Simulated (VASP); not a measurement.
# WC (P-6m2) in VASP: further runs, part 2 of 2

VASP 6.6.1. The steps go on from the part before.

### Step 4. Single point, PBE (volume scaled by 1.03)

Contents of INCAR:

```
PREC = Accurate ; ENCUT = 520
EDIFF = 1E-6 ; ISMEAR = -1
SIGMA = 0.05 ; LREAL = F
LASPH = T ; NELM = 80
ALGO = Normal ; ISIF = 2
LWAVE = F ; LCHARG = F
GGA = PE ; NBANDS = 16
```

Contents of KPOINTS:

```
Automatic mesh
0
Gamma
  13 13 12
```

Contents of POSCAR:

```
WC
1.0
    2.9292211398      0.0000000000      0.0000000000
   -1.4646105699      2.5367799204      0.0000000000
    0.0000000000      0.0000000000      2.8570117227
W C
1 1
Direct
    0.0000000000      0.0000000000      0.0000000000
    0.6666666667      0.3333333333      0.5000000000
```

Potentials or basis: VASP PAW PBE potentials, release 64 (W_sv, C).

Run with:

```bash
cat potpaw_PBE.64/W_sv/POTCAR potpaw_PBE.64/C/POTCAR > POTCAR
mpirun -np 1 vasp_std > vasp.out
```

OUTCAR:

```text
PREC = Accurate
   ENCUT = 520
   EDIFF = 1E-6
   ISMEAR = -1
   LREAL = F
   LASPH = T
   NELM = 80
   ISIF = 2
   GGA = PE

 ion  position               nearest neighbor table
   1  0.000  0.000  0.000-   2 2.21   2 2.21   2 2.21   2 2.21   2 2.21   2 2.21
   2  0.667  0.333  0.500-   1 2.21   1 2.21   1 2.21   1 2.21   1 2.21   1 2.21

  LATTYP: Found a hexagonal cell.
 ALAT       =     2.9292211398
 C/A-ratio  =     0.9753485948

  Lattice vectors:

 A1 = (   2.9292211398,   0.0000000000,   0.0000000000)
 A2 = (  -1.4646105699,   2.5367799204,   0.0000000000)
 A3 = (   0.0000000000,   0.0000000000,   2.8570117227)

Analysis of symmetry for initial positions (statically):
=====================================================================
 Subroutine PRICEL returns:
 Original cell was already a primitive cell.

 Routine SETGRP: Setting up the symmetry group for a
 hexagonal supercell.

 Subroutine GETGRP returns: Found 12 space group operations
 (whereof 12 operations were pure point group operations)
 out of a pool of 24 trial point group operations.

The static configuration has the point symmetry D_3h.

Analysis of symmetry for dynamics (positions and initial velocities):
=====================================================================
 Subroutine PRICEL returns:
 Original cell was already a primitive cell.

 Routine SETGRP: Setting up the symmetry group for a
 hexagonal supercell.

 Subroutine GETGRP returns: Found 12 space group operations
 (whereof 12 operations were pure point group operations)
 out of a pool of 24 trial point group operations.

The dynamic configuration has the point symmetry D_3h.

 Subroutine INISYM returns: Found 12 space group operations
 (whereof 12 operations are pure point group operations),
 and found     1 'primitive' translations

----------------------------------------------------------------------------------------

                                     Primitive cell
[... 110 lines left out ...]
     AMIX     =   0.40;   BMIX     =  1.00
     AMIX_MAG =   1.60;   BMIX_MAG =  1.00
  volume/ion in A,a.u.               =      10.61        71.63
  Fermi-wavevector in a.u.,A,eV,Ry     =   1.549471  2.928075 32.665672  2.400859
  Thomas-Fermi vector in A             =   2.654273
   LORBIT       =      0    0 simple, 1 ext, 2 COOP (PROOUT), +10 PAW based schemes
   GGA     = PE    functional components
   LHFCALC =     F    Hartree Fock is set to
   AEXX    =    0.0000 exact exchange contribution
   IVDW    =     0    specifies the selected vdW correction
   LEPSILON=     F    determine dielectric tensor
   LRPA    =     F    only Hartree local field effects (RPA)
 non-spin polarized calculation
  energy-cutoff  :      520.00
  volume of cell :       21.23
 maximum number of plane-waves:       599
 NGX is ok and might be reduce to    24
   NGX = 11   NGY = 11   NGZ = 11

 number of electron      18.0000000 magnetization

 Free energy of the ion-electron system (eV)
  ---------------------------------------------------
  ext. energy  EPLUGINS =         0.00000000
  ---------------------------------------------------
  free energy    TOTEN  =       -22.44985680 eV

  energy without entropy =      -22.44697375  energy(sigma->0) =      -22.44841527

 E-fermi :  10.7574     XC(G=0): -13.6734

 val. band max:       10.7545216759   @ k =   0.4615   0.0000   0.4167
 cond. band min:      10.7757025646   @ k =   0.0769   0.0769   0.4167
 fundamental gap:      0.0211808888
 Fermi energy:        10.7573679326

 k-point     1 :       0.0000    0.0000    0.0000
  band No.  band energies     occupation
      1     -63.2960      2.00000
      2     -27.2737      2.00000
      3     -27.1838      2.00000
      4     -27.1838      2.00000
      5      -3.5193      2.00000
      6       6.5729      2.00000
[... 433 lines left out ...]
      3     -27.2984      2.00000
      4     -27.2180      2.00000
      5      -2.7885      2.00000
      6       6.3692      2.00000
[... 8 lines left out ...]
     15      24.2173      0.00000
     16      28.4050      0.00000

 [... further k-points ...]

------------------------ aborting loop because EDIFF is reached ----------------------------------------

  FORCE on cell =-STRESS in cart. coord.  units (eV):
  Direction    XX          YY          ZZ          XY          YZ          ZX
  --------------------------------------------------------------------------------------
  -------------------------------------------------------------------------------------
  Total       -0.2490782     -0.2490782     -0.4169369      0.0000000     -0.0000000      0.0000000
  in kB      -18.7974695    -18.7974695    -31.4654461      0.0000000     -0.0000000      0.0000000
  external PRESSURE =     -23.0201284 kB  Pullay stress =       0.0000000 kB

 VOLUME and BASIS-vectors are now :
 -----------------------------------------------------------------------------
  energy-cutoff  :      520.00
  volume of cell :       21.23
      direct lattice vectors                 reciprocal lattice vectors
     2.929221140  0.000000000  0.000000000     0.341387677  0.197100267  0.000000000
    -1.464610570  2.536779920  0.000000000     0.000000000  0.394200534  0.000000000
     0.000000000  0.000000000  2.857011723     0.000000000  0.000000000  0.350016065

 POSITION                                       TOTAL-FORCE (eV/Angst)
 -----------------------------------------------------------------------------------
      0.00000      0.00000      0.00000         0.000000     -0.000000      0.000000
      1.46461      0.84559      1.42851         0.000000      0.000000      0.000000
 -----------------------------------------------------------------------------------
    total drift:                               -0.000000      0.000000      0.000000

  FREE ENERGIE OF THE ION-ELECTRON SYSTEM (eV)
  ---------------------------------------------------
  free  energy   TOTEN  =       -22.4498567976 eV

  energy  without entropy=      -22.4469737501  energy(sigma->0) =      -22.44841527
```

It took 80 s on 1 thread of AMD EPYC 7R13, shared host; peak memory 0.15 GiB.

What came out:

```yaml
Free_energy: -22.4499 eV
Pressure: -2.3 GPa
Band_gap_on_the_k_mesh: zero (band 9 reaches 11.44 eV, above the bottom of band 10 at 10.20 eV)
```

Stress tensor (GPa, compression positive):
```
-1.88  0.00  0.00
 0.00 -1.88  0.00
 0.00  0.00 -3.15
```

Caveat: spin-orbit coupling is left out, which moves the levels of the heavy elements.

### Step 5. The runs side by side

| cell | gap on the mesh (eV) | pressure (GPa) |
| --- | --- | --- |
| a = 2.910, b = 2.910, c = 2.838 Å, angles 90.0, 90.0, 120.0°, 2 atoms | none | 5.4 |
| a = 2.920, b = 2.920, c = 2.848 Å, angles 90.0, 90.0, 120.0°, 2 atoms | none | 1.4 |
| a = 2.929, b = 2.929, c = 2.857 Å, angles 90.0, 90.0, 120.0°, 2 atoms | none | -2.3 |

Alike in all rows: task single point; level PBE; potentials or basis VASP PAW PBE potentials, release 64 (W_sv, C); no spin polarisation; k mesh 13 × 13 × 12; cutoff (eV) 520; smearing fermi-dirac 0.05 eV.

Caveats: spin-orbit coupling is left out, which moves the levels of the heavy elements.

Total energies depend on the potentials used, so only differences within one code and one set of settings carry meaning.
